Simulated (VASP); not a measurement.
Write the native input for VASP 6.6.1 that does the following.

```
Task                   : relaxation of cell and atoms
Functional             : PBE
Potentials or basis    : VASP PAW PBE potentials, release 64 (Hf_pv, N)
Cutoff                 : 600 eV
k mesh                 : 15 × 15 × 15
Occupations            : fermi-dirac, width 0.1 eV
Spin                   : no spin polarisation
Dipole correction      : no
Further INCAR settings : ALGO = Normal; EDIFF = 1e-07; IBRION = 2; EDIFFG = -0.005; NSW = 60; ISIF = 3
```

The structure of HfN (rocksalt type) lies in POSCAR:

```
HfN
1.0
    0.0000000000      2.1544346900      2.1544346900
    2.1544346900      0.0000000000      2.1544346900
    2.1544346900      2.1544346900      0.0000000000
Hf N
1 1
Direct
    0.0000000000      0.0000000000      0.0000000000
    0.5000000000      0.5000000000      0.5000000000
```

The input as run:

INCAR

```
  PREC = Accurate
  ENCUT = 600
  EDIFF = 1E-7
  ISMEAR = -1
  SIGMA = 0.1
  LREAL = F
  LASPH = T
  NELM = 60
  ALGO = Normal
  ISIF = 3
  LWAVE = F
  LCHARG = F
  GGA = PE
  IBRION = 2
  NSW = 60
  EDIFFG = -0.005
```

KPOINTS

```
regular mesh
0
Gamma
  15 15 15
```

Potentials or basis: VASP PAW PBE potentials, release 64 (Hf_pv, N).

Launch:

```sh
$ cat potpaw_PBE.64/Hf_pv/POTCAR potpaw_PBE.64/N/POTCAR > POTCAR
$ mpirun -np 1 vasp_std > vasp.out
```

It gave:

```
Relaxed volume                         : 11.66 Å³/atom
Relaxed cell                           : a = 3.207 Å, b = 3.207 Å, c = 3.207 Å, α = 60.00°, β = 60.00°, γ = 60.00°
Space group after relaxing (to 0.05 Å) : Fm-3m (No. 225)
Energy gained by relaxing              : 259.8 meV/atom
Ionic steps                            : 5
Pressure after relaxing                : 0.0 GPa
```

Caveat: the volume moved by over 15 % at a fixed basis, so the end points are rough.

Run time: 100 s on 1 thread of AMD EPYC 7R13 Processor (Zen 3), with other jobs on the host, peak memory 0.15 GiB.
